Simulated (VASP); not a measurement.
Runs of VASP 6.6.1 on Sb. The cell holds a slab with vacuum, 6 atoms: a = 3.369 Å, b = 3.369 Å, c = 28.325 Å, α = 90.00°, β = 90.00°, γ = 120.00°. 

| level | potentials or basis | gap on the mesh (eV) | largest force (eV/Å) |
| --- | --- | --- | --- |
| revPBE | VASP PAW PBE potentials, release 64 (Sb) | none | 0.32 |
| RPBE | VASP PAW PBE potentials, release 64 (Sb) | none | 0.32 |
| r2SCAN | VASP PAW PBE potentials, release 64 (Sb) | none | (b) |
| LDA | VASP PAW LDA potentials, release 64 (Sb) | none | 0.39 |
| PBEsol | VASP PAW PBE potentials, release 64 (Sb) | none | (a) |
| BLYP | VASP PAW PBE potentials, release 64 (Sb) | none | 0.30 |
| PBE | VASP PAW PBE potentials, release 64 (Sb) | none | 0.31 |

Alike in all rows: task single point; no spin polarisation; cell as given; k mesh 9 × 9 × 1; cutoff (eV) 520; smearing fermi-dirac 0.05 eV.

Problem. Estimate the missing entries.

Solution. (a) 0.33; (b) 0.38.

Caveats: spin-orbit coupling is left out, which moves the levels of the heavy elements; the PAW data sets were made with another functional, which shifts forces and pressure a little (some runs).

A k mesh can miss the band edges, and the runs leave out spin-orbit coupling on Sb.

A gap of «none» marks levels without a gap at the run's occupations.
